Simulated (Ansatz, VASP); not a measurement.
# Two plane-wave programs on Al3Cu2

```
Al Cu
1.0
     4.09195    0.00000    0.00000
    -2.04598    3.54373    0.00000
     0.00000    0.00000    4.99278
Al Cu
3 2
Cartesian
  0.0000 0.0000 0.0000
  0.0000 2.3625 1.7471
  2.0460 1.1812 3.2457
  0.0000 2.3625 4.1915
  2.0460 1.1812 0.8013
```

Alike in both runs: task single point; functional r2SCAN; k mesh 12 × 12 × 8; occupations gaussian, width 0.2 eV; no spin polarisation.

|  | VASP | Ansatz |
| --- | --- | --- |
| version | VASP 6.6.1 | Ansatz 0.2.0 |
| potentials or method | VASP PAW PBE potentials, release 64 (Al, Cu), cutoff 520 eV | scalar-relativistic, plane waves, PAW |
| valence electrons in the cell | 31 | 47 |

|  | VASP | Ansatz | Ansatz less VASP |
| --- | --- | --- | --- |
| gap on the k mesh at the Fermi level (eV) | none | none | - |
| pressure (GPa) | 0.4 | 0.5 | +0.11 |
| traceless stress, the component that is largest in VASP (GPa) | -0.38 | -0.40 | -0.026 |
| rms of the force components (eV/Å) | 0.006 | 0.006 | 0.0000 |

VASP's potentials were made for PBE, not for r2SCAN. Atom by atom the forces differ by 0.002 eV/Å (rms over components). A gap of «none» marks a metal or a gap that the smearing closes. VASP's potentials hold 31 valence electrons a cell and Ansatz's 47, so a difference there can come from the potentials and not from the codes.
